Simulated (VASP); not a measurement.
# SiO2 (Cristobalite) (P4_12_12) in VASP: settings compared

The runs below take SiO2 (Cristobalite) through electric field gradients, with PBE, r2SCAN.

Everything below comes from runs of VASP 6.6.1. Logs are shortened: lines on timing, memory, paths and dates and some standing lists are left out, and cuts for length are marked.

### 1 The cell of the first run

Symmetry: P4_12_12, No. 92, tetragonal system. The conventional cell has a = 4.986 Å, b = 4.986 Å, c = 6.977 Å, α = 90.00°, β = 90.00°, γ = 90.00°. Within 2.1 Å of Si (site symmetry 2) lie 4 O at 1.60 to 1.61 Å. O (site symmetry 1) has 2 Si at 1.60 to 1.61 Å within 2.1 Å.

### 2 Electric field gradients, PBE

INCAR

```
SYSTEM = SiO2
ALGO = Normal
EDIFF = 1E-8
ENCUT = 520
GGA = PE
ISIF = 2
ISMEAR = -1
LASPH = .TRUE.
LCHARG = .FALSE.
LEFG = .TRUE.
LREAL = .FALSE.
LWAVE = .FALSE.
NBANDS = 44
NELM = 80
PREC = Accurate
SIGMA = 0.02
```

KPOINTS

```
k-points
0
G
  5 5 4
  0 0 0
```

POSCAR

```
SiO2
1.0
    4.9860000000      0.0000000000      0.0000000000
    0.0000000000      4.9860000000      0.0000000000
    0.0000000000      0.0000000000      6.9770000000
Si O
4 8
Direct
    0.2988200000      0.2988200000      0.0000000000
    0.2011800000      0.7988200000      0.2500000000
    0.7011800000      0.7011800000      0.5000000000
    0.7988200000      0.2011800000      0.7500000000
    0.2407800000      0.1017100000      0.1766300000
    0.3982900000      0.7407800000      0.4266300000
    0.7592200000      0.8982900000      0.6766300000
    0.6017100000      0.2592200000      0.9266300000
    0.7407800000      0.3982900000      0.5733700000
    0.8982900000      0.7592200000      0.3233700000
    0.2592200000      0.6017100000      0.0733700000
    0.1017100000      0.2407800000      0.8233700000
```

Potentials or basis: VASP PAW PBE potentials, release 64 (Si, O).

Command:

```
$ cat potpaw_PBE.64/Si/POTCAR potpaw_PBE.64/O/POTCAR > POTCAR
$ mpirun -np 1 vasp_std > vasp.out
```

OUTCAR:

```text
SYSTEM = SiO2
   EDIFF = 1E-8
   ENCUT = 520
   GGA = PE
   ISIF = 2
   ISMEAR = -1
   LASPH = .TRUE.
   LREAL = .FALSE.
   NELM = 80
   PREC = Accurate

 ion  position               nearest neighbor table
   1  0.299  0.299  0.000-   5 1.60  12 1.60  11 1.61   8 1.61   2 3.08   4 3.08   2 3.08   4 3.08

   2  0.201  0.799  0.250-   6 1.60  11 1.60  10 1.61   5 1.61   1 3.08   3 3.08   1 3.08   3 3.08

   3  0.701  0.701  0.500-   7 1.60  10 1.60   9 1.61   6 1.61   2 3.08   4 3.08   4 3.08   2 3.08

   4  0.799  0.201  0.750-   8 1.60   9 1.60   7 1.61  12 1.61   1 3.08   3 3.08   3 3.08   1 3.08

   5  0.241  0.102  0.177-   1 1.60   2 1.61
   6  0.398  0.741  0.427-   2 1.60   3 1.61
   7  0.759  0.898  0.677-   3 1.60   4 1.61
   8  0.602  0.259  0.927-   4 1.60   1 1.61
   9  0.741  0.398  0.573-   4 1.60   3 1.61
  10  0.898  0.759  0.323-   3 1.60   2 1.61
  11  0.259  0.602  0.073-   2 1.60   1 1.61
  12  0.102  0.241  0.823-   1 1.60   4 1.61

  LATTYP: Found a simple tetragonal cell.
 ALAT       =     4.9860000000
 C/A-ratio  =     1.3993180907

  Lattice vectors:

 A1 = (   4.9860000000,   0.0000000000,   0.0000000000)
 A2 = (   0.0000000000,   4.9860000000,   0.0000000000)
 A3 = (   0.0000000000,   0.0000000000,   6.9770000000)

Analysis of symmetry for initial positions (statically):
=====================================================================
 Subroutine PRICEL returns:
 Original cell was already a primitive cell.

 Routine SETGRP: Setting up the symmetry group for a
 simple tetragonal supercell.

 Subroutine GETGRP returns: Found  8 space group operations
 (whereof  2 operations were pure point group operations)
 out of a pool of 16 trial point group operations.

The static configuration has the point symmetry C_2 .
 The point group associated with its full space group is D_4 .

Analysis of symmetry for dynamics (positions and initial velocities):
=====================================================================
 Subroutine PRICEL returns:
 Original cell was already a primitive cell.

 Routine SETGRP: Setting up the symmetry group for a
 simple tetragonal supercell.

 Subroutine GETGRP returns: Found  8 space group operations
[... 1030 lines left out ...]
  energy-cutoff  :      520.00
  volume of cell :      173.45
      direct lattice vectors                 reciprocal lattice vectors
     4.986000000  0.000000000  0.000000000     0.200561572  0.000000000  0.000000000
     0.000000000  4.986000000  0.000000000     0.000000000  0.200561572  0.000000000
     0.000000000  0.000000000  6.977000000     0.000000000  0.000000000  0.143328078

 POSITION                                       TOTAL-FORCE (eV/Angst)
 -----------------------------------------------------------------------------------
      1.48992      1.48992      0.00000         0.085450      0.085450      0.000000
      1.00308      3.98292      1.74425        -0.085450      0.085450      0.000000
      3.49608      3.49608      3.48850        -0.085450     -0.085450      0.000000
      3.98292      1.00308      5.23275         0.085450     -0.085450      0.000000
      1.20053      0.50713      1.23235        -0.102880      0.098313      0.444328
      1.98587      3.69353      2.97660        -0.098313     -0.102880      0.444328
      3.78547      4.47887      4.72085         0.102880     -0.098313      0.444328
      3.00013      1.29247      6.46510         0.098313      0.102880      0.444328
      3.69353      1.98587      4.00040        -0.102880     -0.098313     -0.444328
      4.47887      3.78547      2.25615        -0.098313      0.102880     -0.444328
      1.29247      3.00013      0.51190         0.102880      0.098313     -0.444328
      0.50713      1.20053      5.74465         0.098313     -0.102880     -0.444328
 -----------------------------------------------------------------------------------
    total drift:                                0.000000     -0.000000     -0.000000

  FREE ENERGIE OF THE ION-ELECTRON SYSTEM (eV)
  ---------------------------------------------------
  free  energy   TOTEN  =       -94.7842752351 eV

  energy  without entropy=      -94.7842752351  energy(sigma->0) =      -94.78427524

 Electric field gradients (V/A^2)
---------------------------------------------------------------------
 ion       V_xx      V_yy      V_zz      V_xy      V_xz      V_yz
---------------------------------------------------------------------
   1       0.514     0.514    -1.028     0.441     2.055    -2.055
   2       0.514     0.514    -1.028    -0.441     2.055     2.055
   3       0.514     0.514    -1.028     0.441    -2.055     2.055
   4       0.514     0.514    -1.028    -0.441    -2.055    -2.055
   5     -45.716    43.135     2.581    18.087   -12.927   -57.587
   6      43.135   -45.716     2.581   -18.087    57.587   -12.927
   7     -45.716    43.135     2.581    18.087    12.927    57.587
   8      43.135   -45.716     2.581   -18.087   -57.587    12.927
   9     -45.716    43.135     2.581   -18.087    12.927   -57.587
  10      43.135   -45.716     2.581    18.087   -57.587   -12.927
  11     -45.716    43.135     2.581   -18.087   -12.927    57.587
  12      43.135   -45.716     2.581    18.087    57.587    12.927
---------------------------------------------------------------------

 Electric field gradients after diagonalization (V/A^2)
 (convention: |V_zz| > |V_xx| > |V_yy|)
----------------------------------------------------------------------
 ion       V_xx      V_yy      V_zz     asymmetry (V_yy - V_xx)/ V_zz
----------------------------------------------------------------------
   1       2.481     0.955    -3.436       0.444
   2       2.481     0.955    -3.436       0.444
   3       2.481     0.955    -3.436       0.444
   4       2.481     0.955    -3.436       0.444
   5     -49.424   -38.193    87.617       0.128
   6     -49.424   -38.193    87.617       0.128
   7     -49.424   -38.193    87.617       0.128
   8     -49.424   -38.193    87.617       0.128
   9     -49.424   -38.193    87.617       0.128
  10     -49.424   -38.193    87.617       0.128
  11     -49.424   -38.193    87.617       0.128
  12     -49.424   -38.193    87.617       0.128
----------------------------------------------------------------------

           NMR quadrupolar parameters

 Cq : quadrupolar parameter    Cq=e*Q*V_zz/h
 eta: asymmetry parameters     (V_yy - V_xx)/ V_zz
 Q  : nuclear electric quadrupole moment in mb (millibarn)
----------------------------------------------------------------------
 ion       Cq(MHz)       eta       Q (mb)
----------------------------------------------------------------------
   1      -0.008       0.444       1.000
   2      -0.008       0.444       1.000
   3      -0.008       0.444       1.000
   4      -0.008       0.444       1.000
   5       0.212       0.128       1.000
   6       0.212       0.128       1.000
   7       0.212       0.128       1.000
   8       0.212       0.128       1.000
   9       0.212       0.128       1.000
  10       0.212       0.128       1.000
  11       0.212       0.128       1.000
  12       0.212       0.128       1.000
----------------------------------------------------------------------
```

It took 3.9 min on 1 thread of Intel Xeon 8259CL, shared host; peak memory 0.31 GiB.

What came out:

- Free energy: -94.7843 eV
- Pressure: 6.9 GPa
- Largest force: 0.467 eV/Å
- Band gap on the k mesh: 5.77 eV, direct

Forces on the atoms (eV/Å):
```
Si   0.085  0.085  0.000
Si  -0.085  0.085  0.000
Si  -0.085 -0.085  0.000
Si   0.085 -0.085  0.000
O   -0.103  0.098  0.444
O   -0.098 -0.103  0.444
O    0.103 -0.098  0.444
O    0.098  0.103  0.444
O   -0.103 -0.098 -0.444
O   -0.098  0.103 -0.444
O    0.103  0.098 -0.444
O    0.098 -0.103 -0.444
```

Stress tensor (GPa, compression positive):
```
6.62 0.00 0.00
0.00 6.62 0.00
0.00 0.00 7.37
```

Electric field gradients, principal values (V/Å²):
| atom | least | middle | greatest (by size) |
| --- | --- | --- | --- |
| 1 Si | 0.955 | 2.481 | -3.436 |
| 2 Si | 0.955 | 2.481 | -3.436 |
| 3 Si | 0.955 | 2.481 | -3.436 |
| 4 Si | 0.955 | 2.481 | -3.436 |
| 5 O | -38.193 | -49.424 | 87.617 |
| 6 O | -38.193 | -49.424 | 87.617 |
| 7 O | -38.193 | -49.424 | 87.617 |
| 8 O | -38.193 | -49.424 | 87.617 |
| 9 O | -38.193 | -49.424 | 87.617 |
| 10 O | -38.193 | -49.424 | 87.617 |
| 11 O | -38.193 | -49.424 | 87.617 |
| 12 O | -38.193 | -49.424 | 87.617 |

Caveat: without QUAD_EFG the Cq values of the log hold for a quadrupole moment of 1 mb, not for the nuclei. A k mesh can miss the band edges.

### 3 Electric field gradients, r2SCAN

POSCAR

```
SiO2
1.0
    4.9860000000      0.0000000000      0.0000000000
    0.0000000000      4.9860000000      0.0000000000
    0.0000000000      0.0000000000      6.9770000000
Si O
4 8
Direct
    0.3031541455      0.3031541455      0.0000000000
    0.1968458545      0.8031541455      0.2500000000
    0.6968458545      0.6968458545      0.5000000000
    0.8031541455      0.1968458545      0.7500000000
    0.2376437288      0.1126727352      0.1830633601
    0.3873272648      0.7376437288      0.4330633601
    0.7623562712      0.8873272648      0.6830633601
    0.6126727352      0.2623562712      0.9330633601
    0.7376437288      0.3873272648      0.5669366399
    0.8873272648      0.7623562712      0.3169366399
    0.2623562712      0.6126727352      0.0669366399
    0.1126727352      0.2376437288      0.8169366399
```

INCAR.step1

```
PREC = Accurate
ENCUT = 520
ISMEAR = -1
SIGMA = 0.02
LREAL = F
LASPH = T
NELM = 60
NBANDS = 44
GGA = PE
ALGO = Normal
EDIFF = 1E-4
LWAVE = T
LCHARG = F
```

INCAR.step2

```
PREC = Accurate
ENCUT = 520
EDIFF = 1E-8
ISMEAR = -1
SIGMA = 0.02
LREAL = F
LASPH = T
NELM = 60
ALGO = Normal
ISIF = 2
LWAVE = F
LCHARG = F
METAGGA = R2SCAN
LMIXTAU = T
LEFG = T
NBANDS = 44
ISTART = 1
```

KPOINTS

```
regular mesh
0
Gamma
  5 5 4
```

Potentials or basis: VASP PAW PBE potentials, release 64 (Si, O).

Command:

```
$ cat potpaw_PBE.64/Si/POTCAR potpaw_PBE.64/O/POTCAR > POTCAR
$ cp INCAR.step1 INCAR
$ mpirun -np 1 vasp_std > vasp.out
$ cp INCAR.step2 INCAR
$ mpirun -np 1 vasp_std > vasp.out
```

OUTCAR:

```text
PREC = Accurate
   ENCUT = 520
   EDIFF = 1E-8
   ISMEAR = -1
   LREAL = F
   LASPH = T
   NELM = 60
   ISIF = 2
   METAGGA = R2SCAN
   ISTART = 1

 ion  position               nearest neighbor table
   1  0.303  0.303  0.000-   5 1.62  12 1.62  11 1.63   8 1.63   2 3.09   4 3.09   2 3.09   4 3.09

   2  0.197  0.803  0.250-   6 1.62  11 1.62  10 1.63   5 1.63   1 3.09   3 3.09   1 3.09   3 3.09

   3  0.697  0.697  0.500-   7 1.62  10 1.62   9 1.63   6 1.63   2 3.09   4 3.09   4 3.09   2 3.09

   4  0.803  0.197  0.750-   8 1.62   9 1.62   7 1.63  12 1.63   1 3.09   3 3.09   3 3.09   1 3.09

   5  0.238  0.113  0.183-   1 1.62   2 1.63
   6  0.387  0.738  0.433-   2 1.62   3 1.63
   7  0.762  0.887  0.683-   3 1.62   4 1.63
   8  0.613  0.262  0.933-   4 1.62   1 1.63
   9  0.738  0.387  0.567-   4 1.62   3 1.63
  10  0.887  0.762  0.317-   3 1.62   2 1.63
  11  0.262  0.613  0.067-   2 1.62   1 1.63
  12  0.113  0.238  0.817-   1 1.62   4 1.63

  LATTYP: Found a simple tetragonal cell.
 ALAT       =     4.9860000000
 C/A-ratio  =     1.3993180907

  Lattice vectors:

 A1 = (   4.9860000000,   0.0000000000,   0.0000000000)
 A2 = (   0.0000000000,   4.9860000000,   0.0000000000)
 A3 = (   0.0000000000,   0.0000000000,   6.9770000000)

Analysis of symmetry for initial positions (statically):
=====================================================================
 Subroutine PRICEL returns:
 Original cell was already a primitive cell.

 Routine SETGRP: Setting up the symmetry group for a
 simple tetragonal supercell.

 Subroutine GETGRP returns: Found  8 space group operations
 (whereof  2 operations were pure point group operations)
 out of a pool of 16 trial point group operations.

The static configuration has the point symmetry C_2 .
 The point group associated with its full space group is D_4 .
[... 1053 lines left out ...]
      1.18489      0.56179      1.27723         0.030451     -0.159106     -0.228435
      1.93121      3.67789      3.02148         0.159106      0.030451     -0.228435
      3.80111      4.42421      4.76573        -0.030451      0.159106     -0.228435
      3.05479      1.30811      6.50998        -0.159106     -0.030451     -0.228435
      3.67789      1.93121      3.95552         0.030451      0.159106      0.228435
      4.42421      3.80111      2.21127         0.159106     -0.030451      0.228435
      1.30811      3.05479      0.46702        -0.030451     -0.159106      0.228435
      0.56179      1.18489      5.69977        -0.159106      0.030451      0.228435
 -----------------------------------------------------------------------------------
    total drift:                               -0.000000      0.000000      0.000000

  FREE ENERGIE OF THE ION-ELECTRON SYSTEM (eV)
  ---------------------------------------------------
  free  energy   TOTEN  =      -119.1246798482 eV

  energy  without entropy=     -119.1246798482  energy(sigma->0) =     -119.12467985

 Electric field gradients (V/A^2)
---------------------------------------------------------------------
 ion       V_xx      V_yy      V_zz      V_xy      V_xz      V_yz
---------------------------------------------------------------------
   1       0.487     0.487    -0.974     0.257     2.443    -2.443
   2       0.487     0.487    -0.974    -0.257     2.443     2.443
   3       0.487     0.487    -0.974     0.257    -2.443     2.443
   4       0.487     0.487    -0.974    -0.257    -2.443    -2.443
   5     -48.767    43.956     4.811    18.831   -14.324   -57.635
   6      43.956   -48.767     4.811   -18.831    57.635   -14.324
   7     -48.767    43.956     4.811    18.831    14.324    57.635
   8      43.956   -48.767     4.811   -18.831   -57.635    14.324
   9     -48.767    43.956     4.811   -18.831    14.324   -57.635
  10      43.956   -48.767     4.811    18.831   -57.635   -14.324
  11     -48.767    43.956     4.811   -18.831   -14.324    57.635
  12      43.956   -48.767     4.811    18.831    57.635    14.324
---------------------------------------------------------------------

 Electric field gradients after diagonalization (V/A^2)
 (convention: |V_zz| > |V_xx| > |V_yy|)
----------------------------------------------------------------------
 ion       V_xx      V_yy      V_zz     asymmetry (V_yy - V_xx)/ V_zz
----------------------------------------------------------------------
   1       3.135     0.745    -3.880       0.616
   2       3.135     0.745    -3.880       0.616
   3       3.135     0.745    -3.880       0.616
   4       3.135     0.745    -3.880       0.616
   5     -52.846   -36.457    89.302       0.184
   6     -52.846   -36.457    89.302       0.184
   7     -52.846   -36.457    89.302       0.184
   8     -52.846   -36.457    89.302       0.184
   9     -52.846   -36.457    89.302       0.184
  10     -52.846   -36.457    89.302       0.184
  11     -52.846   -36.457    89.302       0.184
  12     -52.846   -36.457    89.302       0.184
----------------------------------------------------------------------

           NMR quadrupolar parameters

 Cq : quadrupolar parameter    Cq=e*Q*V_zz/h
 eta: asymmetry parameters     (V_yy - V_xx)/ V_zz
 Q  : nuclear electric quadrupole moment in mb (millibarn)
----------------------------------------------------------------------
 ion       Cq(MHz)       eta       Q (mb)
----------------------------------------------------------------------
   1      -0.009       0.616       1.000
   2      -0.009       0.616       1.000
   3      -0.009       0.616       1.000
   4      -0.009       0.616       1.000
   5       0.216       0.184       1.000
   6       0.216       0.184       1.000
   7       0.216       0.184       1.000
   8       0.216       0.184       1.000
   9       0.216       0.184       1.000
  10       0.216       0.184       1.000
  11       0.216       0.184       1.000
  12       0.216       0.184       1.000
----------------------------------------------------------------------
```

OSZICAR.step1:

```text
N       E                     dE             d eps       ncg     rms          rms(c)
DAV:   1     0.405442397106E+03    0.40544E+03   -0.32929E+04  1584   0.132E+03
DAV:   2    -0.763725460001E+02   -0.48181E+03   -0.46687E+03  2020   0.311E+02
DAV:   3    -0.107164813955E+03   -0.30792E+02   -0.30638E+02  1936   0.837E+01
DAV:   4    -0.107574064416E+03   -0.40925E+00   -0.40848E+00  1992   0.106E+01
DAV:   5    -0.107581445521E+03   -0.73811E-02   -0.73769E-02  1916   0.140E+00    0.288E+01
DAV:   6    -0.948580510987E+02    0.12723E+02   -0.49286E+01  1856   0.323E+01    0.136E+01
DAV:   7    -0.948930749960E+02   -0.35024E-01   -0.14005E+00  1904   0.500E+00    0.500E+00
DAV:   8    -0.948892713686E+02    0.38036E-02   -0.66316E-02  1932   0.163E+00    0.197E+00
DAV:   9    -0.949030967720E+02   -0.13825E-01   -0.38362E-02  1780   0.119E+00    0.365E-01
DAV:  10    -0.949054527230E+02   -0.23560E-02   -0.46504E-03  1836   0.321E-01    0.122E-01
DAV:  11    -0.949053833783E+02    0.69345E-04   -0.12118E-03  1896   0.179E-01    0.159E-02
DAV:  12    -0.949053942086E+02   -0.10830E-04   -0.29089E-05  1160   0.285E-02
   1 F= -.94905394E+02 E0= -.94905394E+02  d E =-.554212E-12
```

It took 14 min on 1 thread of Intel Xeon 8259CL, shared host; peak memory 0.36 GiB.

Results:

| Quantity | Value |
| --- | --- |
| Free energy | -119.1247 eV |
| Pressure | -3.4 GPa |
| Largest force | 0.280 eV/Å |
| Band gap on the k mesh | 6.25 eV, direct |

Forces on the atoms (eV/Å):
```
Si   0.063  0.063  0.000
Si  -0.063  0.063  0.000
Si  -0.063 -0.063  0.000
Si   0.063 -0.063  0.000
O    0.030 -0.159 -0.228
O    0.159  0.030 -0.228
O   -0.030  0.159 -0.228
O   -0.159 -0.030 -0.228
O    0.030  0.159  0.228
O    0.159 -0.030  0.228
O   -0.030 -0.159  0.228
O   -0.159  0.030  0.228
```

Stress tensor (GPa, compression positive):
```
-3.14  0.00  0.00
 0.00 -3.14  0.00
 0.00  0.00 -3.93
```

Electric field gradients, principal values (V/Å²):
| atom | least | middle | greatest (by size) |
| --- | --- | --- | --- |
| 1 Si | 0.745 | 3.135 | -3.880 |
| 2 Si | 0.745 | 3.135 | -3.880 |
| 3 Si | 0.745 | 3.135 | -3.880 |
| 4 Si | 0.745 | 3.135 | -3.880 |
| 5 O | -36.457 | -52.846 | 89.302 |
| 6 O | -36.457 | -52.846 | 89.302 |
| 7 O | -36.457 | -52.846 | 89.302 |
| 8 O | -36.457 | -52.846 | 89.302 |
| 9 O | -36.457 | -52.846 | 89.302 |
| 10 O | -36.457 | -52.846 | 89.302 |
| 11 O | -36.457 | -52.846 | 89.302 |
| 12 O | -36.457 | -52.846 | 89.302 |

Caveat: without QUAD_EFG the Cq values of the log hold for a quadrupole moment of 1 mb, not for the nuclei; the PAW data sets were made with another functional, which shifts forces and pressure a little.
